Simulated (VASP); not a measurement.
Input of a VASP 6.6.1 run:

The input INCAR:

```
PREC = Accurate
ENCUT = 520
EDIFF = 1E-7
ISMEAR = -1
SIGMA = 0.1
LREAL = F
LASPH = T
NELM = 60
ALGO = Normal
ISIF = 2
LWAVE = F
LCHARG = F
GGA = CA
NBANDS = 8
```

The input KPOINTS:

```
Automatic mesh
0
Gamma
  9 8 9
```

The input POSCAR:

```
Al
1.0
   -1.5900500000      1.5814100000      1.5626500000
    1.6357200000     -1.5751500000      1.6020600000
    1.5665200000      1.5516200000     -1.5563900000
Al
1
Direct
    0.0000000000      0.0000000000      0.0000000000
```

Potentials or basis: VASP PAW LDA potentials, release 64 (Al).

The run is started by

```console
$ cat potpaw_LDA.64/Al/POTCAR > POTCAR
$ mpirun -np 1 vasp_std > vasp.out
```

Question: Estimate the pressure.

Answer: 1.9 GPa.

Stress tensor (GPa, compression positive):
```
 2.28  1.23  0.30
 1.23  0.52 -0.44
 0.30 -0.44  2.83
```
